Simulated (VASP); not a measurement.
Wanted: the native input for a VASP 6.6.1 run.

```
Task                   : single point
Functional             : PBE
Potentials or basis    : VASP PAW PBE potentials, release 64 (B, As)
Cutoff                 : 420 eV
k mesh                 : 12 × 12 × 1
Occupations            : gaussian, width 0.03 eV
Spin                   : no spin polarisation
Dipole correction      : yes
Further INCAR settings : ALGO = Normal; EDIFF = 1e-06; NBANDS = 11; NELMDL = -8
```

The structure of BAs lies in POSCAR:

```
BAs
1.0
    3.3800000000      0.0000000000      0.0000000000
   -1.6900000000      2.9271658648      0.0000000000
    0.0000000000      0.0000000000     14.0000000000
B As
1 1
Direct
    0.3333330000      0.6666670000      0.5000000000
    0.6666670000      0.3333330000      0.5000000000
```

One way to write it, as run:

INCAR

```
SYSTEM = BAs
ALGO = Normal
DIPOL = 0.5 0.5 0.500
EDIFF = 1E-6
ENCUT = 420
GGA = PE
GGA_COMPAT = .False.
IDIPOL = 3
ISIF = 2
ISMEAR = 0
LASPH = .True.
LCHARG = .True.
LDIPOL = .True.
LELF = .True.
LREAL = .False.
LVACPOTAV = .True.
LVHAR = .True.
LWAVE = .False.
NBANDS = 11
NELM = 120
NELMDL = -8
PREC = Accurate
SIGMA = 0.03
```

KPOINTS

```
k-points
0
Gamma
  12 12 1
  0 0 0
```

Potentials or basis: VASP PAW PBE potentials, release 64 (B, As).

Run with:

```bash
$ cat potpaw_PBE.64/B/POTCAR potpaw_PBE.64/As/POTCAR > POTCAR
$ mpirun -np 1 vasp_std > vasp.out
```

It gave:

- Band gap on the k mesh: 0.75 eV

Wall time 17 s on 1 thread of Intel(R) Xeon(R) 6975P-C (Granite Rapids), with other jobs on the host, peak memory 0.22 GiB.
